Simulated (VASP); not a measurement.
# BaTiO3 (P4mm) in VASP: further runs

Aim: see how the results for BaTiO3 move with the level of theory and the settings. Levels: PBE, r2SCAN. Tasks: single point.

Program: VASP 6.6.1. These are calculated values, not measurements. Logs are shortened: lines on timing, memory, paths and dates and some standing lists are left out, and cuts for length are marked.

## 1. The cell of the first run

Symmetry: P4mm, No. 99, tetragonal system. The conventional cell has a = 3.972 Å, b = 3.972 Å, c = 4.113 Å, α = 90.00°, β = 90.00°, γ = 90.00°. Ba (site symmetry 4mm) has 12 O at 2.79 to 2.93 Å and 8 Ti at 3.44 to 3.53 Å within 3.7 Å. Ti (site symmetry 4mm) has 6 O at 1.82 to 2.29 Å within 2.4 Å. Within 2.6 Å of O (site symmetry 2mm) lie 2 Ti at 1.99 Å. Within 2.4 Å of O (site symmetry 4mm) lie 2 Ti at 1.82 to 2.29 Å.

## 2. Single point, PBE

INCAR reads:

```
SYSTEM = BaTiO3
ALGO     = Normal         ! electronic algorithm
EDIFF    = 1E-6           ! SCF threshold, eV
ENCUT    = 520            ! plane-wave cutoff, eV
GGA      = PE             ! functional
ISIF     = 2              ! what is computed and relaxed
ISMEAR   = -1             ! smearing method
LASPH    = .TRUE.         ! aspherical terms in the spheres
LCHARG   = .TRUE.         ! write CHGCAR
LELF     = .TRUE.         ! ELF
LREAL    = .FALSE.        ! projectors in reciprocal space
LVHAR    = .TRUE.       
LWAVE    = .FALSE.        ! write WAVECAR
NBANDS   = 28             ! bands
NELM     = 80             ! most SCF steps
PREC     = Accurate       ! precision mode
SIGMA    = 0.02           ! smearing width, eV
```

KPOINTS reads:

```
k-points
0
G
  6 6 6
  0 0 0
```

POSCAR reads:

```
BaTiO3
1.0
    3.9720350479      0.0000000000      0.0000000000
    0.0000000000      3.9720350479      0.0000000000
    0.0000000000      0.0000000000      4.1130046760
Ba Ti O
1 1 3
Direct
    0.5000000000      0.5000000000      0.5850405723
    0.0000000000      0.0000000000      0.1031610767
    0.0000000000      0.5000000000      0.0629129848
    0.5000000000      0.0000000000      0.0629129848
    0.0000000000      0.0000000000      0.5459693716
```

Potentials or basis: VASP PAW PBE potentials, release 64 (Ba_sv, Ti_sv, O).

Run with:

```console
cat potpaw_PBE.64/Ba_sv/POTCAR potpaw_PBE.64/Ti_sv/POTCAR potpaw_PBE.64/O/POTCAR > POTCAR
mpirun -np 1 vasp_std > vasp.out
```

OUTCAR:

```text
SYSTEM = BaTiO3
   EDIFF = 1E-6
   ENCUT = 520
   GGA = PE
   ISIF = 2
   ISMEAR = -1
   LASPH = .TRUE.
   LREAL = .FALSE.
   NELM = 80
   PREC = Accurate

 ion  position               nearest neighbor table
   1  0.500  0.500  0.585-   3 2.79   4 2.79   4 2.79   3 2.79   5 2.81   5 2.81   5 2.81   5 2.81
                             3 2.93   4 2.93   3 2.93   4 2.93   2 3.44   2 3.44   2 3.44   2 3.44
   2  0.000  0.000  0.103-   5 1.82   4 1.99   3 1.99   3 1.99   4 1.99   5 2.29   1 3.44   1 3.44
                             1 3.44   1 3.44   1 3.53   1 3.53   1 3.53   1 3.53
   3  0.000  0.500  0.063-   2 1.99   2 1.99   1 2.79   1 2.79   1 2.93   1 2.93
   4  0.500  0.000  0.063-   2 1.99   2 1.99   1 2.79   1 2.79   1 2.93   1 2.93
   5  0.000  0.000  0.546-   2 1.82   2 2.29   1 2.81   1 2.81   1 2.81   1 2.81

  LATTYP: Found a simple tetragonal cell.
 ALAT       =     3.9720350479
 C/A-ratio  =     1.0354905298

  Lattice vectors:

 A1 = (   3.9720350479,   0.0000000000,   0.0000000000)
 A2 = (   0.0000000000,   3.9720350479,   0.0000000000)
 A3 = (   0.0000000000,   0.0000000000,   4.1130046760)

Analysis of symmetry for initial positions (statically):
=====================================================================
 Subroutine PRICEL returns:
 Original cell was already a primitive cell.

 Routine SETGRP: Setting up the symmetry group for a
 simple tetragonal supercell.

 Subroutine GETGRP returns: Found  8 space group operations
 (whereof  8 operations were pure point group operations)
 out of a pool of 16 trial point group operations.

The static configuration has the point symmetry C_4v.

Analysis of symmetry for dynamics (positions and initial velocities):
=====================================================================
 Subroutine PRICEL returns:
 Original cell was already a primitive cell.

 Routine SETGRP: Setting up the symmetry group for a
 simple tetragonal supercell.

 Subroutine GETGRP returns: Found  8 space group operations
 (whereof  8 operations were pure point group operations)
 out of a pool of 16 trial point group operations.

The dynamic configuration has the point symmetry C_4v.

 Subroutine INISYM returns: Found  8 space group operations
 (whereof  8 operations are pure point group operations),
 and found     1 'primitive' translations

----------------------------------------------------------------------------------------
[... 99 lines left out ...]
   EDIFF  = 0.1E-05   stopping-criterion for ELM
   LREAL  =      F    real-space projection
   EDIFFG = 0.1E-04   stopping-criterion for IOM
   NSW    =      0    number of steps for IOM
   IBRION =     -1    ionic relax: 0-MD 1-quasi-New 2-CG
   NFREE  =      0    steps in history (QN), initial steepest desc. (CG)
   ISIF   =      2    stress and relaxation
   ISYM   =      2    0-nonsym 1-usesym 2-fastsym
   POTIM  = 0.5000    time-step for ionic-motion
   TEBEG  =    0.0;   TEEND  =   0.0 temperature during run
   PSTRESS=    0.0 pullay stress
   NELECT =      40.0000    total number of electrons
   NUPDOWN=      -1.0000    fix difference up-down
   EMIN   =  10.00;   EMAX   =-10.00  energy-range for DOS
   EFERMI =   0.00;   METHOD = LEGACY
   ISMEAR =    -1;   SIGMA  =   0.02  broadening in eV -4-tet -1-fermi 0-gaus
   EFERMI_NEDOS =   21; number of points for ismear=-14 and -15
   IALGO  =     38    algorithm
   IMIX   =      4    mixing-type and parameters
     AMIX     =   0.40;   BMIX     =  1.00
     AMIX_MAG =   1.60;   BMIX_MAG =  1.00
  volume/ion in A,a.u.               =      12.98        87.58
  Fermi-wavevector in a.u.,A,eV,Ry     =   1.393263  2.632885 26.411375  1.941181
  Thomas-Fermi vector in A             =   2.516926
   LORBIT       =      0    0 simple, 1 ext, 2 COOP (PROOUT), +10 PAW based schemes
   GGA     = PE    functional components
   LHFCALC =     F    Hartree Fock is set to
   AEXX    =    0.0000 exact exchange contribution
   IVDW    =     0    specifies the selected vdW correction
   LEPSILON=     F    determine dielectric tensor
   LRPA    =     F    only Hartree local field effects (RPA)
 non-spin polarized calculation
  energy-cutoff  :      520.00
  volume of cell :       64.89
 maximum number of plane-waves:      1779
 NGX is ok and might be reduce to    30
   NGX = 15   NGY = 15   NGZ = 15

 number of electron      39.9999987 magnetization

 Free energy of the ion-electron system (eV)
  ---------------------------------------------------
  ext. energy  EPLUGINS =         0.00000000
  ---------------------------------------------------
  free energy    TOTEN  =       -40.00815749 eV

  energy without entropy =      -40.00815749  energy(sigma->0) =      -40.00815749

 E-fermi :   4.4413     XC(G=0): -11.1784

 val. band max:        3.9000587246   @ k =   0.5000   0.5000   0.5000
 cond. band min:       5.7096922615   @ k =   0.0000   0.0000   0.0000
 fundamental gap:      1.8096335369
 Fermi energy:         4.4413251872

 k-point     1 :       0.0000    0.0000    0.0000
  band No.  band energies     occupation
      1     -52.6728      2.00000
      2     -28.9906      2.00000
      3     -28.8824      2.00000
      4     -28.8824      2.00000
      5     -21.1468      2.00000
      6     -13.1212      2.00000
[... 733 lines left out ...]
     27      11.7981      0.00000
     28      13.0755      0.00000

 [... further k-points ...]

------------------------ aborting loop because EDIFF is reached ----------------------------------------

  FORCE on cell =-STRESS in cart. coord.  units (eV):
  Direction    XX          YY          ZZ          XY          YZ          ZX
  --------------------------------------------------------------------------------------
  -------------------------------------------------------------------------------------
  Total        1.9646859      1.9646859      2.0414682      0.0000000     -0.0000000      0.0000000
  in kB       48.5085577     48.5085577     50.4043302      0.0000000     -0.0000000      0.0000000
  external PRESSURE =      49.1404819 kB  Pullay stress =       0.0000000 kB

 VOLUME and BASIS-vectors are now :
 -----------------------------------------------------------------------------
  energy-cutoff  :      520.00
  volume of cell :       64.89
      direct lattice vectors                 reciprocal lattice vectors
     3.972035048  0.000000000  0.000000000     0.251760115  0.000000000  0.000000000
     0.000000000  3.972035048  0.000000000     0.000000000  0.251760115  0.000000000
     0.000000000  0.000000000  4.113004676     0.000000000  0.000000000  0.243131258

 POSITION                                       TOTAL-FORCE (eV/Angst)
 -----------------------------------------------------------------------------------
      1.98602      1.98602      2.40627         0.000000      0.000000     -0.019345
      0.00000      0.00000      0.42430         0.000000     -0.000000     -0.135192
      0.00000      1.98602      0.25876         0.000000     -0.000000     -0.023834
      1.98602      0.00000      0.25876         0.000000     -0.000000     -0.023834
      0.00000      0.00000      2.24557         0.000000     -0.000000      0.202206
 -----------------------------------------------------------------------------------
    total drift:                                0.000000     -0.000000      0.000120

  FREE ENERGIE OF THE ION-ELECTRON SYSTEM (eV)
  ---------------------------------------------------
  free  energy   TOTEN  =       -40.0081574894 eV

  energy  without entropy=      -40.0081574894  energy(sigma->0) =      -40.00815749
```

OSZICAR:

```text
N       E                     dE             d eps       ncg     rms          rms(c)
DAV:   1     0.429337153475E+03    0.42934E+03   -0.19531E+04  2240   0.152E+03
DAV:   2    -0.393037391151E+01   -0.43327E+03   -0.41331E+03  2540   0.423E+02
DAV:   3    -0.489474672886E+02   -0.45017E+02   -0.44655E+02  3148   0.136E+02
DAV:   4    -0.506520781094E+02   -0.17046E+01   -0.17007E+01  3372   0.238E+01
DAV:   5    -0.506819639814E+02   -0.29886E-01   -0.29877E-01  3056   0.276E+00    0.236E+01
DAV:   6    -0.402148762918E+02    0.10467E+02   -0.55808E+01  3268   0.678E+01    0.100E+01
DAV:   7    -0.401741162532E+02    0.40760E-01   -0.10687E+01  3016   0.242E+01    0.707E+00
DAV:   8    -0.399975236622E+02    0.17659E+00   -0.61748E-01  2752   0.734E+00    0.355E+00
DAV:   9    -0.400342651099E+02   -0.36741E-01   -0.33389E-01  3240   0.496E+00    0.154E+00
DAV:  10    -0.400111203116E+02    0.23145E-01   -0.13531E-01  2668   0.383E+00    0.510E-01
DAV:  11    -0.400086734633E+02    0.24468E-02   -0.10988E-02  3256   0.737E-01    0.196E-01
DAV:  12    -0.400081548600E+02    0.51860E-03   -0.21091E-03  2876   0.361E-01    0.379E-02
DAV:  13    -0.400081611071E+02   -0.62471E-05   -0.18479E-04  2852   0.114E-01    0.216E-02
DAV:  14    -0.400081585326E+02    0.25744E-05   -0.53085E-05  3212   0.533E-02    0.164E-02
DAV:  15    -0.400081584579E+02    0.74767E-07   -0.21771E-05  3176   0.452E-02    0.829E-03
DAV:  16    -0.400081574894E+02    0.96850E-06   -0.35188E-06  2144   0.183E-02
   1 F= -.40008157E+02 E0= -.40008157E+02  d E =-.183424E-13
```

stdout:

```text
POSCAR found type information on POSCAR BaTiO
 POSCAR found :  3 types and       5 ions
 scaLAPACK will be used
 LDA part: xc-table for (Slater+PW92), standard interpolation
 POSCAR, INCAR and KPOINTS ok, starting setup
 FFT: planning ... GRIDC
 FFT: planning ... GRID_SOFT
 FFT: planning ... GRID
 WAVECAR not read
 entering main loop
```

Wall time 2.6 min (1 thread of Intel Xeon 6975P-C, shared host); peak memory 0.22 GiB.

What came out:

```
Free energy            : -40.0082 eV
Pressure               : 4.9 GPa
Largest force          : 0.202 eV/Å
Band gap on the k mesh : 1.81 eV, indirect (least direct gap 2.30 eV)
```

Forces on the atoms (eV/Å):
```
Ba   0.000  0.000 -0.019
Ti   0.000  0.000 -0.135
O    0.000  0.000 -0.024
O    0.000  0.000 -0.024
O    0.000  0.000  0.202
```

Levels at points of the mesh, in eV from the valence-band top:
```csv
k point,band 18,band 19,band 20,band 21,band 22,band 23
"(0.00, 0.00, 0.00)",-0.71,-0.49,-0.49,1.81,2.32,2.32
"(0.50, 0.00, 0.00)",-1.72,-1.38,-1.17,2.42,3.52,3.61
"(0.50, 0.50, 0.00)",-1.11,-1.11,-0.07,3.64,3.64,3.99
"(0.00, 0.00, 0.50)",-2.02,-0.73,-0.73,1.95,3.53,3.53
"(0.50, 0.00, 0.50)",-1.08,-1.02,-0.41,3.54,3.56,3.86
"(0.50, 0.50, 0.50)",-0.33,-0.33,0.00,4.11,4.11,4.19
```

Caveat: spin-orbit coupling is left out, which moves the levels of the heavy elements. PBE gaps usually lie below the measured ones, often by a third to a half.

## 3. Single point, r2SCAN

POSCAR is that of step 2.

INCAR.step1 reads:

```
PREC = Accurate
ENCUT = 520
ISMEAR = 0
SIGMA = 0.01
LREAL = False
LASPH = True
NELM = 80
NBANDS = 28
GGA = PE
ALGO = Normal
EDIFF = 1E-4
LWAVE = True
LCHARG = False
```

INCAR.step2 reads:

```
PREC = Accurate
ENCUT = 520
EDIFF = 1E-6
ISMEAR = 0
SIGMA = 0.01
LREAL = False
LASPH = True
NELM = 80
ALGO = Normal
ISIF = 2
LWAVE = False
LCHARG = False
METAGGA = R2SCAN
LMIXTAU = True
NBANDS = 28
ISTART = 1
```

KPOINTS reads:

```
Automatic mesh
0
Gamma
  6 6 6
```

Potentials or basis: VASP PAW PBE potentials, release 64 (Ba_sv, Ti_sv, O).

Run with:

```console
cat potpaw_PBE.64/Ba_sv/POTCAR potpaw_PBE.64/Ti_sv/POTCAR potpaw_PBE.64/O/POTCAR > POTCAR
cp INCAR.step1 INCAR
mpirun -np 1 vasp_std > vasp.out
cp INCAR.step2 INCAR
mpirun -np 1 vasp_std > vasp.out
```

Wall time 6.7 min (1 thread of Intel Xeon 6975P-C, shared host); peak memory 0.23 GiB.

The run converged. Its results:

* Free energy: -74.2593 eV
* Pressure: 1.9 GPa
* Largest force: 0.167 eV/Å
* Band gap on the k mesh: 2.21 eV, indirect (least direct gap 2.71 eV)

Forces in eV/Å, atoms in the order of the input:
```
Ba   0.000  0.000 -0.030
Ti   0.000  0.000 -0.167
O    0.000  0.000  0.018
O    0.000  0.000  0.018
O    0.000  0.000  0.161
```

Stress tensor (GPa, compression positive):
```
1.89 0.00 0.00
0.00 1.89 0.00
0.00 0.00 2.05
```

Levels at points of the mesh, in eV from the valence-band top:
| k point | band 16 | band 17 | band 18 | band 19 | band 20 | band 21 | band 22 | band 23 | band 24 | band 25 |
| --- | --- | --- | --- | --- | --- | --- | --- | --- | --- | --- |
| (0.00, 0.00, 0.00) | -1.61 | -1.32 | -0.73 | -0.50 | -0.50 | 2.21 | 2.69 | 2.69 | 4.38 | 4.56 |
| (0.50, 0.00, 0.00) | -2.01 | -1.95 | -1.72 | -1.41 | -1.22 | 2.79 | 3.90 | 3.98 | 4.46 | 6.14 |
| (0.50, 0.50, 0.00) | -2.96 | -2.02 | -1.13 | -1.13 | -0.07 | 4.01 | 4.01 | 4.39 | 4.77 | 8.12 |
| (0.00, 0.00, 0.50) | -2.13 | -2.05 | -2.03 | -0.76 | -0.76 | 2.35 | 3.91 | 3.91 | 4.37 | 6.41 |
| (0.50, 0.00, 0.50) | -2.69 | -1.87 | -1.10 | -1.04 | -0.42 | 3.92 | 3.94 | 4.25 | 5.25 | 7.83 |
| (0.50, 0.50, 0.50) | -2.60 | -2.60 | -0.34 | -0.34 | 0.00 | 4.50 | 4.50 | 4.59 | 6.83 | 7.19 |

Caveat: the PAW data sets were made with another functional, which shifts forces and pressure a little; spin-orbit coupling is left out, which moves the levels of the heavy elements.

## 4. Single point, PBE, non-collinear spin, zero start, spin-orbit coupling

INCAR reads:

```
PREC = Accurate ; ENCUT = 520
EDIFF = 1E-7 ; ISMEAR = 0
SIGMA = 0.01 ; LREAL = False
LASPH = True ; NELM = 150
ALGO = Normal ; ISIF = 2
LWAVE = False ; LCHARG = False
MAGMOM = 0 0 0 0 0 0 0 0 0 0 0 0 0 0 0 ; LORBIT = 11
LSORBIT = True ; GGA_COMPAT = False
LORBMOM = True ; LMAXMIX = 4
GGA = PE ; NBANDS = 55
```

KPOINTS is that of step 3.

POSCAR is that of step 3.

Run with:

```console
cat potpaw_PBE.64/Ba_sv/POTCAR potpaw_PBE.64/Ti_sv/POTCAR potpaw_PBE.64/O/POTCAR > POTCAR
mpirun -np 1 vasp_ncl > vasp.out
```

Run time: 9.6 min. Hardware: 1 thread of Intel Xeon Platinum 8259CL at 2.50GHz (Skylake/Cascade Lake), shared host; peak memory 0.5 GiB.

It converged, with:

* Free energy: -40.2052 eV
* Pressure: 4.9 GPa
* Largest force: 0.203 eV/Å
* Net moment: 0.00 μB per cell
* Valence electrons inside the program's atomic spheres: Ba 7.98; Ti 10.27; O 5.03, 5.04

Forces on the atoms (eV/Å):
```
Ba   0.000  0.000 -0.018
Ti   0.000  0.000 -0.135
O    0.000  0.000 -0.025
O    0.000  0.000 -0.025
O    0.000  0.000  0.203
```

Stress tensor (GPa, compression positive):
```
4.86 0.00 0.00
0.00 4.86 0.00
0.00 0.00 5.05
```

Moments on the atoms (μB; x, y, z):
```
Ba  0.00 0.00 0.00
Ti  0.00 0.00 0.00
O   0.00 0.00 0.00
O   0.00 0.00 0.00
O   0.00 0.00 0.00
```

## 5. Overview

```tsv
level	spin	smearing	gap on the mesh (eV)	pressure (GPa)	largest force (eV/Å)
PBE	off	fermi-dirac 0.02 eV	1.81	4.9	0.20
r2SCAN	off	gaussian 0.01 eV	2.21	1.9	0.17
PBE	non-collinear, zero start, SOC	gaussian 0.01 eV	-	4.9	0.20
```

Alike in all rows: task single point; potentials or basis VASP PAW PBE potentials, release 64 (Ba_sv, Ti_sv, O); cell as given; k mesh 6 × 6 × 6; cutoff (eV) 520.

The pressure there spans 1.9 GPa (r2SCAN) to 4.9 GPa (PBE); a positive pressure means that this level wants a larger cell, a negative one a smaller.

Caveats: spin-orbit coupling is left out, which moves the levels of the heavy elements (some runs); the PAW data sets were made with another functional, which shifts forces and pressure a little (some runs).

Absolute energies hang on the potentials; compare differences alone.
